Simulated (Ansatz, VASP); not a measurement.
Two plane-wave programs on MgCd3O

```
CELL_PARAMETERS angstrom
4.71371 0.00000 0.00000
0.00000 4.71371 0.00000
0.00000 0.00000 4.71371
ATOMIC_POSITIONS crystal
Mg 0.00000 0.00000 0.00000
Cd 0.00000 0.50000 0.50000
Cd 0.50000 0.00000 0.50000
Cd 0.50000 0.50000 0.00000
O 0.50000 0.50000 0.50000
```

Alike in both runs: task single point; functional PBE; k mesh 4 × 4 × 4; occupations gaussian, width 0.1 eV; collinear spin.

|  | VASP | Ansatz |
| --- | --- | --- |
| version | VASP 6.6.1 | Ansatz 0.2.0 |
| potentials or method | VASP PAW PBE potentials, release 64 (Mg, Cd, O), cutoff 600 eV | scalar-relativistic, plane waves, PAW |
| valence electrons in the cell | 44 | 76 |

Ansatz gave:

- gap on the k mesh at the Fermi level (eV): none
- pressure (GPa): -0.8
- net moment per atom (μB): 0.00

Task: What did VASP give for the same quantities?

Result: gap on the k mesh at the Fermi level (eV): none; pressure (GPa): -0.5; net moment per atom (μB): 0.00.

A gap of «none» marks a metal or a gap that the smearing closes. VASP's potentials hold 44 valence electrons a cell and Ansatz's 76, so a difference there can come from the potentials and not from the codes. Ansatz's warnings: seeded moment not kept.
